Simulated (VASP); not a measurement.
# Ni in VASP: notebook, part 2 of 3

VASP 6.6.1. The steps go on from the part before.

### Step 4. Single point, PBEsol, collinear spin, antiferromagnetic start

This run uses another cell than the first one: it holds 2 atoms, not 1.

INCAR reads:

```
PREC = Accurate
ENCUT = 520
EDIFF = 1E-6
ISMEAR = -1
SIGMA = 0.05
LREAL = F
LASPH = T
NELM = 150
ALGO = Normal
ISIF = 2
LWAVE = F
LCHARG = T
ISPIN = 2
MAGMOM = 0.8 -0.8
LORBIT = 11
LMAXMIX = 4
GGA = PS
LELF = T
LVHAR = T
NBANDS = 21
```

KPOINTS reads:

```
Automatic mesh
0
Gamma
  13 13 9
```

POSCAR reads:

```
Ni
1.0
    2.4439031121      0.0000000000      0.0000000000
    0.0000000000      2.4439031121      0.0000000000
    0.0000000000      0.0000000000      3.4592359796
Ni
2
Direct
    0.0000000000      0.0000000000      0.0000000000
    0.5000000000      0.5000000000      0.5000000000
```

Potentials or basis: VASP PAW PBE potentials, release 64 (Ni).

The run is started by

```sh
cat potpaw_PBE.64/Ni/POTCAR > POTCAR
mpirun -np 1 vasp_std > vasp.out
```

OUTCAR:

```text
PREC = Accurate
   ENCUT = 520
   EDIFF = 1E-6
   ISMEAR = -1
   LREAL = F
   LASPH = T
   NELM = 150
   ISIF = 2
   ISPIN = 2
   LORBIT = 11
   GGA = PS

 ion  position               nearest neighbor table
   1  0.000  0.000  0.000-   2 2.44   2 2.44   2 2.44   2 2.44   2 2.44   2 2.44   2 2.44   2 2.44

   2  0.500  0.500  0.500-   1 2.44   1 2.44   1 2.44   1 2.44   1 2.44   1 2.44   1 2.44   1 2.44

  LATTYP: Found a simple tetragonal cell.
 ALAT       =     2.4439031121
 C/A-ratio  =     1.4154554501

  Lattice vectors:

 A1 = (   2.4439031121,   0.0000000000,   0.0000000000)
 A2 = (   0.0000000000,   2.4439031121,   0.0000000000)
 A3 = (   0.0000000000,   0.0000000000,   3.4592359796)

Analysis of symmetry for initial positions (statically):
=====================================================================
 Subroutine PRICEL returns following result:

  LATTYP: Found a body centered tetragonal cell.
 ALAT       =     2.4439031121
 C/A-ratio  =     1.4154554501
[... 12 lines left out ...]
 Subroutine GETGRP returns: Found 16 space group operations
 (whereof 16 operations were pure point group operations)
 out of a pool of 16 trial point group operations.

The static configuration has the point symmetry D_4h.

Analysis of symmetry for dynamics (positions and initial velocities):
=====================================================================
 Subroutine PRICEL returns following result:

  LATTYP: Found a body centered tetragonal cell.
 ALAT       =     2.4439031121
 C/A-ratio  =     1.4154554501
[... 12 lines left out ...]
 Subroutine GETGRP returns: Found 16 space group operations
 (whereof 16 operations were pure point group operations)
 out of a pool of 16 trial point group operations.

The dynamic configuration has the point symmetry D_4h.

Analysis of structural, dynamic, and magnetic symmetry:
=====================================================================
 Subroutine PRICEL returns following result:

  LATTYP: Found a body centered tetragonal cell.
 ALAT       =     2.4439031121
 C/A-ratio  =     1.4154554501
[... 12 lines left out ...]
 Subroutine GETGRP returns: Found 16 space group operations
 (whereof 16 operations were pure point group operations)
 out of a pool of 16 trial point group operations.

The overall configuration has the point symmetry D_4h.

 Subroutine INISYM returns: Found 16 space group operations
 (whereof 16 operations are pure point group operations),
 and found     2 'primitive' translations

----------------------------------------------------------------------------------------

                                     Primitive cell

  volume of cell :      10.3304

  direct lattice vectors                    reciprocal lattice vectors
     1.221951556 -1.221951556 -1.729617990     0.409181524  0.000000000 -0.289081175
    -1.221951556  1.221951556 -1.729617990     0.000000000  0.409181524 -0.289081175
     1.221951556  1.221951556  1.729617990     0.409181524  0.409181524  0.000000000

  length of vectors
     2.444976401  2.444976401  2.444976401     0.500996452  0.500996452  0.578670061

  position of ions in fractional coordinates (direct lattice)
     0.000000000  0.000000000  0.000000000

  ion indices of the primitive-cell ions
   primitive index   ion index
                 1           1
[... 58 lines left out ...]
   dimension x,y,z NGXF=    36 NGYF=   36 NGZF=   56
   ions per type =               2
   NGX,Y,Z   is equivalent  to a cutoff of  12.24, 12.24, 13.46 a.u.
   NGXF,Y,Z  is equivalent  to a cutoff of  24.49, 24.49, 26.91 a.u.
 SYSTEM =  unknown system
   PREC   = accura    normal or accurate (medium, high low for compatibility)
   ISTART =      0    job   : 0-new  1-cont  2-samecut
   ICHARG =      2    charge: 1-file 2-atom 10-const
   ISPIN  =      2    spin polarized calculation?
   LNONCOLLINEAR =      F non collinear calculations
   LSORBIT =      F    spin-orbit coupling
   LASPH  =      T    aspherical Exc in radial PAW
   ENCUT  =  520.0 eV  38.22 Ry    6.18 a.u.   4.54  4.54  6.43*2*pi/ulx,y,z
   NELM   =    150;   NELMIN=  2; NELMDL= -5     # of ELM steps
   EDIFF  = 0.1E-05   stopping-criterion for ELM
   LREAL  =      F    real-space projection
   EDIFFG = 0.1E-04   stopping-criterion for IOM
   NSW    =      0    number of steps for IOM
   IBRION =     -1    ionic relax: 0-MD 1-quasi-New 2-CG
   NFREE  =      0    steps in history (QN), initial steepest desc. (CG)
   ISIF   =      2    stress and relaxation
   ISYM   =      2    0-nonsym 1-usesym 2-fastsym
   POTIM  = 0.5000    time-step for ionic-motion
   TEBEG  =    0.0;   TEEND  =   0.0 temperature during run
   PSTRESS=    0.0 pullay stress
   NELECT =      20.0000    total number of electrons
   NUPDOWN=      -1.0000    fix difference up-down
   EMIN   =  10.00;   EMAX   =-10.00  energy-range for DOS
   EFERMI =   0.00;   METHOD = LEGACY
   ISMEAR =    -1;   SIGMA  =   0.05  broadening in eV -4-tet -1-fermi 0-gaus
   EFERMI_NEDOS =   21; number of points for ismear=-14 and -15
   IALGO  =     38    algorithm
   IMIX   =      4    mixing-type and parameters
     AMIX     =   0.40;   BMIX     =  1.00
     AMIX_MAG =   1.60;   BMIX_MAG =  1.00
  volume/ion in A,a.u.               =      10.33        69.71
  Fermi-wavevector in a.u.,A,eV,Ry     =   1.619455  3.060325 35.683091  2.622633
  Thomas-Fermi vector in A             =   2.713553
   LORBIT       =     11    0 simple, 1 ext, 2 COOP (PROOUT), +10 PAW based schemes
   GGA     = PS    functional components
   LHFCALC =     F    Hartree Fock is set to
   AEXX    =    0.0000 exact exchange contribution
   IVDW    =     0    specifies the selected vdW correction
   LEPSILON=     F    determine dielectric tensor
   LRPA    =     F    only Hartree local field effects (RPA)
 spin polarized calculation
  energy-cutoff  :      520.00
  volume of cell :       20.66
 maximum number of plane-waves:       580
   NGX =  9   NGY =  9   NGZ = 13

 number of electron      20.0000009 magnetization      -0.0000000

 number of electron      20.0000009 magnetization       0.0000000

 Free energy of the ion-electron system (eV)
  ---------------------------------------------------
  ext. energy  EPLUGINS =         0.00000000
  ---------------------------------------------------
  free energy    TOTEN  =       -12.19516272 eV

  energy without entropy =      -12.13986513  energy(sigma->0) =      -12.16751392

 E-fermi :   9.7662     XC(G=0): -13.7445

 val. band max:        9.7613033731   @ k =   0.2308   0.0000   0.1111
 cond. band min:       9.7692791254   @ k =   0.0769   0.0000   0.3333
 fundamental gap:      0.0079757523
 Fermi energy:         9.7661578658

 spin component 1

 k-point     1 :       0.0000    0.0000    0.0000
  band No.  band energies     occupation
      1       0.5068      1.00000
      2       5.1452      1.00000
      3       5.7689      1.00000
      4       7.7508      1.00000
      5       7.7585      1.00000
      6       7.7585      1.00000
[... 565 lines left out ...]
     20      35.3322      0.00000
     21      35.8856      0.00000

 [... further k-points ...]

 spin component 2

 k-point     1 :       0.0000    0.0000    0.0000
  band No.  band energies     occupation
      1       0.5068      1.00000
      2       5.1452      1.00000
      3       5.7689      1.00000
      4       7.7508      1.00000
      5       7.7585      1.00000
      6       7.7585      1.00000
[... 565 lines left out ...]
     20      35.3322      0.00000
     21      35.8856      0.00000

 [... further k-points ...]
[... 5 lines left out ...]
  --------------------------------------------------------------------------------------
  -------------------------------------------------------------------------------------
  Total       -0.0036207     -0.0036207      0.0039722      0.0000000      0.0000000     -0.0000000
  in kB       -0.2807751     -0.2807751      0.3080295      0.0000000      0.0000000     -0.0000000
  external PRESSURE =      -0.0845069 kB  Pullay stress =       0.0000000 kB

 VOLUME and BASIS-vectors are now :
 -----------------------------------------------------------------------------
  energy-cutoff  :      520.00
  volume of cell :       20.66
      direct lattice vectors                 reciprocal lattice vectors
     2.443903112  0.000000000  0.000000000     0.409181524  0.000000000  0.000000000
     0.000000000  2.443903112  0.000000000     0.000000000  0.409181524  0.000000000
     0.000000000  0.000000000  3.459235980     0.000000000  0.000000000  0.289081175

 POSITION                                       TOTAL-FORCE (eV/Angst)
 -----------------------------------------------------------------------------------
      0.00000      0.00000      0.00000        -0.000000      0.000000     -0.000000
      1.22195      1.22195      1.72962         0.000000     -0.000000      0.000000
 -----------------------------------------------------------------------------------
    total drift:                                0.000000     -0.000000     -0.000000

  FREE ENERGIE OF THE ION-ELECTRON SYSTEM (eV)
  ---------------------------------------------------
  free  energy   TOTEN  =       -12.1951627151 eV

  energy  without entropy=      -12.1398651253  energy(sigma->0) =      -12.16751392

 total charge

# of ion       s       p       d       tot
------------------------------------------
    1        0.520   0.546   8.347   9.413
    2        0.520   0.546   8.347   9.413
--------------------------------------------------
tot          1.039   1.092  16.694  18.825

 magnetization (x)

# of ion       s       p       d       tot
------------------------------------------
    1        0.000   0.000   0.000   0.000
    2       -0.000  -0.000  -0.000  -0.000
--------------------------------------------------
tot          0.000   0.000   0.000   0.000
```

OSZICAR:

```text
N       E                     dE             d eps       ncg     rms          rms(c)
DAV:   1     0.938685372565E+02    0.93869E+02   -0.88034E+03 13040   0.136E+03
DAV:   2    -0.898453683463E+01   -0.10285E+03   -0.94970E+02 12073   0.235E+02
DAV:   3    -0.145049578410E+02   -0.55204E+01   -0.53358E+01 13335   0.623E+01
DAV:   4    -0.145785706608E+02   -0.73613E-01   -0.73547E-01 13356   0.667E+00
DAV:   5    -0.145808517533E+02   -0.22811E-02   -0.22810E-02 13421   0.117E+00    0.158E+01
DAV:   6    -0.128916880260E+02    0.16892E+01   -0.84148E+00 13956   0.612E+01    0.820E+00
DAV:   7    -0.122339783722E+02    0.65771E+00   -0.17978E+00 13947   0.245E+01    0.265E+00
DAV:   8    -0.121985356903E+02    0.35443E-01   -0.23234E-02 17131   0.274E+00    0.830E-01
DAV:   9    -0.121952111687E+02    0.33245E-02   -0.28843E-03 17573   0.772E-01    0.345E-01
DAV:  10    -0.121946746925E+02    0.53648E-03   -0.75781E-04 20981   0.562E-01    0.119E-01
DAV:  11    -0.121948314963E+02   -0.15680E-03   -0.25006E-04 19855   0.327E-01    0.928E-02
DAV:  12    -0.121950493318E+02   -0.21784E-03   -0.11795E-03 17371   0.749E-01    0.495E-02
DAV:  13    -0.121951053273E+02   -0.55995E-04   -0.14329E-04 18309   0.200E-01    0.320E-02
DAV:  14    -0.121951458061E+02   -0.40479E-04   -0.37221E-04 17297   0.348E-01    0.169E-02
DAV:  15    -0.121951573729E+02   -0.11567E-04   -0.32691E-04 19094   0.273E-01    0.762E-03
DAV:  16    -0.121951622713E+02   -0.48984E-05   -0.18979E-05 16572   0.383E-02    0.314E-03
DAV:  17    -0.121951627151E+02   -0.44381E-06   -0.19335E-06  6840   0.152E-02
   1 F= -.12195163E+02 E0= -.12167514E+02  d E =-.552976E-01  mag=    -0.0000
```

stdout:

```text
POSCAR found type information on POSCAR Ni
 POSCAR found :  1 types and       2 ions
 scaLAPACK will be used
 -----------------------------------------------------------------------------
|                                                                             |
|                                                                             |
|     You enforced a specific xc type in the INCAR file but a different       |
|     I HOPE YOU KNOW WHAT YOU ARE DOING!                                     |
|                                                                             |
 -----------------------------------------------------------------------------

 LDA part: xc-table for (Slater+PW92), standard interpolation
 POSCAR, INCAR and KPOINTS ok, starting setup
 FFT: planning ... GRIDC
 FFT: planning ... GRID_SOFT
 FFT: planning ... GRID
 WAVECAR not read
 entering main loop
```

Wall time 3.5 min (1 thread of AMD EPYC 7R43 (Zen 3), shared host); peak memory 0.15 GiB.

What came out:

```
Free energy                                           : -12.1952 eV
Pressure                                              : 0.0 GPa
Band gap on the k mesh                                : zero (filled and empty bands overlap)
Net moment                                            : 0.00 μB per cell
Valence electrons inside the program's atomic spheres : Ni 9.41
```

Caveat: the PAW data sets were made with another functional, which shifts forces and pressure a little.

[end of part 2 of 3]
